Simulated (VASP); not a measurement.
Set up this calculation in VASP 6.6.1, as the native input.

| Item | Value |
| --- | --- |
| Task | single point |
| Functional | PBE |
| Potentials or basis | VASP PAW PBE potentials, release 64 (Na_pv, Al) |
| Cutoff | 520 eV |
| k mesh | 5 × 5 × 5 |
| Occupations | methfessel-paxton, width 0.1 eV |
| Spin | no spin polarisation |
| Dipole correction | no |
| Further INCAR settings | ALGO = Normal; EDIFF = 1e-06; NBANDS = 20 |

The structure of Na3Al lies in POSCAR:

```
Na3Al
1.0
    0.0000000000      3.9326067861      3.9326067861
    3.9326067861      0.0000000000      3.9326067861
    3.9326067861      3.9326067861      0.0000000000
Na Al
3 1
Direct
    0.2500000000      0.2500000000      0.2500000000
    0.7500000000      0.7500000000      0.7500000000
    0.5000000000      0.5000000000      0.5000000000
    0.0000000000      0.0000000000      0.0000000000
```

One way to write it, as run:

INCAR

```
SYSTEM = Na3Al
PREC = Accurate
ENCUT = 520
EDIFF = 1E-6
ISMEAR = 1
SIGMA = 0.1
LREAL = .FALSE.
LASPH = .TRUE.
NELM = 100
ALGO = Normal
ISIF = 2
LWAVE = .FALSE.
LCHARG = .FALSE.
GGA = PE
NBANDS = 20
```

KPOINTS

```
regular mesh
0
G
  5 5 5
  0 0 0
```

Potentials or basis: VASP PAW PBE potentials, release 64 (Na_pv, Al).

Command:

```bash
$ cat potpaw_PBE.64/Na_pv/POTCAR potpaw_PBE.64/Al/POTCAR > POTCAR
$ mpirun -np 1 vasp_std > vasp.out
```

It gave:

```json
{
  "Pressure": "-0.9 GPa",
  "Band gap on the k mesh": "zero (band 12 reaches 2.20 eV, above the bottom of band 13 at 0.74 eV)"
}
```

Wall time 16 s on 1 thread of AMD EPYC 7R13 Processor (Zen 3), on a shared host, peak memory 0.22 GiB.
